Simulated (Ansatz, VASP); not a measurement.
## Two plane-wave programs on LiCl

```
Li Cl
1.0
     0.00000    2.78472    2.78472
     2.78472    0.00000    2.78472
     2.78472    2.78472    0.00000
Li Cl
1 1
Direct
  0.00000 0.00000 0.00000
  0.25000 0.25000 0.25000
```

Alike in both runs: task single point; functional PBE; k mesh 6 × 6 × 6; no spin polarisation.

```csv
,VASP,Ansatz
version,VASP 6.6.1,Ansatz 0.2.0
potentials or method,"VASP PAW PBE potentials, release 64 (Li_sv, Cl)","plane waves, PAW"
plane-wave cutoff (eV),520,420
occupations,"gaussian, width 0.01 eV",fixed
valence electrons in the cell,10,10
```

|  | VASP | Ansatz | Ansatz less VASP |
| --- | --- | --- | --- |
| gap on the k mesh at the Fermi level (eV) | 5.86 | 5.86 | -0.006 |

Noted on VASP's run: the cutoff is short for stress, so the pressure is rough.
